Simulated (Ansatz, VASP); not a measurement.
HfMo: VASP beside Ansatz

INCAR

```
  PREC = Accurate
  ENCUT = 520
  EDIFF = 1E-6
  ISMEAR = -1
  SIGMA = 0.05
  LREAL = F
  LASPH = T
  NELM = 150
  ALGO = Normal
  ISIF = 2
  LWAVE = F
  LCHARG = F
  ISPIN = 2
  MAGMOM = 0.6 1.5
  LORBIT = 11
  LMAXMIX = 4
  GGA = PE
  NBANDS = 23
```

The input KPOINTS:

```
regular mesh
0
Gamma
  10 10 7
```

POSCAR

```
HfMo
1.0
    1.6712035000     -2.4724670000      0.0000000000
    1.6712035000      2.4724670000      0.0000000000
    0.0000000000      0.0000000000      4.4470110000
Hf Mo
1 1
Direct
    0.0000000000      0.0000000000      0.0000000000
    0.5000000000      0.5000000000      0.5000000000
```

Input for Ansatz:

```yaml
crystal:
  lattice:
    - [1.6712035, -2.472467, 0.0]
    - [1.6712035, 2.472467, 0.0]
    - [0.0, 0.0, 4.447011]
  atoms:
    - { symbol: Hf, position: [0.0, 0.0, 0.0], spin: 0.6 }
    - { symbol: Mo, position: [0.5, 0.5, 0.5], spin: 1.5 }
magnetization:
  spin_polarized: true
kpoints:
  mp_grid: { grid: [10, 10, 7] }
scf:
  occupations: { method: fermi_dirac, width: 0.05 }
  lower_state_search: "off"
hamiltonian:
  xc: pbe
  pseudopotentials: { kind: paw }
output:
  forces: true
  stress: true
  eigenvalues: true
  populations: true
  dos: { projected: true, de: 0.1, e_range: [-8, 5] }
  write_density: true
  write_potential: true
  elf: true
  volumetric_format: npy
```

Alike in both runs: task single point; functional PBE; k mesh 10 × 10 × 7; occupations fermi-dirac, width 0.05 eV; collinear spin.

```csv
,VASP,Ansatz
version,VASP 6.6.1,Ansatz 0.2.0
potentials or method,"VASP PAW PBE potentials, release 64 (Hf_pv, Mo_sv)","PAW with Ansatz's default frozen-core files, scalar-relativistic"
plane-wave cutoff (eV),520,420
valence electrons in the cell,24,40
```

|  | VASP | Ansatz | Ansatz less VASP |
| --- | --- | --- | --- |
| pressure (GPa) | -0.1 | 0.2 | +0.34 |
| traceless stress, the component that is largest in VASP (GPa) | -1.24 | -1.42 | -0.185 |
| net moment per atom (μB) | 0.00 | 0.00 | 0.000 |

The functional is the same, so the differences come from potentials, cutoffs and numerics. VASP's potentials hold 24 valence electrons a cell and Ansatz's 40, so a difference there can come from the potentials and not from the codes. Ansatz's warnings: seeded moment not kept.

Neither program's run includes spin-orbit coupling.
